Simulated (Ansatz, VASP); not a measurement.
C: VASP beside Ansatz

```
CELL_PARAMETERS angstrom
4.44951 0.00000 0.00000
-2.22475 3.85339 0.00000
0.00000 0.00000 4.14072
ATOMIC_POSITIONS crystal
C 0.36922 0.31170 0.65803
C 0.68830 0.05753 0.32469
C 0.94247 0.63078 0.99136
C 0.63078 0.68830 0.15803
C 0.31170 0.94247 0.82469
C 0.05753 0.36922 0.49136
C 0.05753 0.68830 0.34197
C 0.31170 0.36922 0.00864
C 0.63078 0.94247 0.67531
C 0.94247 0.31170 0.84197
C 0.68830 0.63078 0.50864
C 0.36922 0.05753 0.17531
```

Alike in both runs: functional PBE; k mesh 6 × 6 × 4; occupations gaussian, width 0.1 eV; no spin polarisation.

Ansatz relaxed the structure, and its values are those at the end. VASP's run is a single point on that final structure, the one shown.

|  | VASP | Ansatz |
| --- | --- | --- |
| version | VASP 6.6.1 | Ansatz 0.2.0 |
| potentials or method | VASP PAW PBE potentials, release 64 (C), cutoff 520 eV | scalar-relativistic, plane waves, PAW |
| valence electrons in the cell | 48 | 48 |

Ansatz gave:

- gap on the k mesh at the Fermi level (eV): 1.59
- least direct gap on the mesh (eV): 1.96
- pressure (GPa): 0.2
- rms of the force components (eV/Å): 0.005

Problem. Estimate VASP's values.

Solution. gap on the k mesh at the Fermi level (eV): 1.58; least direct gap on the mesh (eV): 1.95; pressure (GPa): 0.8; rms of the force components (eV/Å): 0.017.
